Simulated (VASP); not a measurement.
Input of a VASP 6.6.1 run:

The input INCAR:

```
PREC = Accurate ; ENCUT = 520
EDIFF = 1E-6 ; ISMEAR = 0
SIGMA = 0.15 ; LREAL = F
LASPH = T ; NELM = 100
ALGO = Normal ; ISIF = 2
LWAVE = F ; LCHARG = F
NBANDS = 22
```

The input KPOINTS:

```
regular mesh
0
Gamma
  10 10 10
```

Contents of POSCAR:

```
GaSb3
1.0
    0.0000000000      3.5564189888      3.5564189888
    3.5564189888      0.0000000000      3.5564189888
    3.5564189888      3.5564189888      0.0000000000
Ga Sb
1 3
Direct
    0.0000000000      0.0000000000      0.0000000000
    0.2500000000      0.2500000000      0.2500000000
    0.7500000000      0.7500000000      0.7500000000
    0.5000000000      0.5000000000      0.5000000000
```

Potentials or basis: VASP PAW LDA potentials, release 64 (Ga_d, Sb).

Launch:

```sh
$ cat potpaw_LDA.64/Ga_d/POTCAR potpaw_LDA.64/Sb/POTCAR > POTCAR
$ mpirun -np 1 vasp_std > vasp.out
```

**Question.** What does it give for the pressure?

**Answer.** 4.4 GPa.

**Question.** What does it give for the band gap on the k mesh?

**Answer.** Zero (band 14 reaches 10.70 eV, above the bottom of band 15 at 6.50 eV).

Caveat: spin-orbit coupling is left out, which moves the levels of the heavy elements.
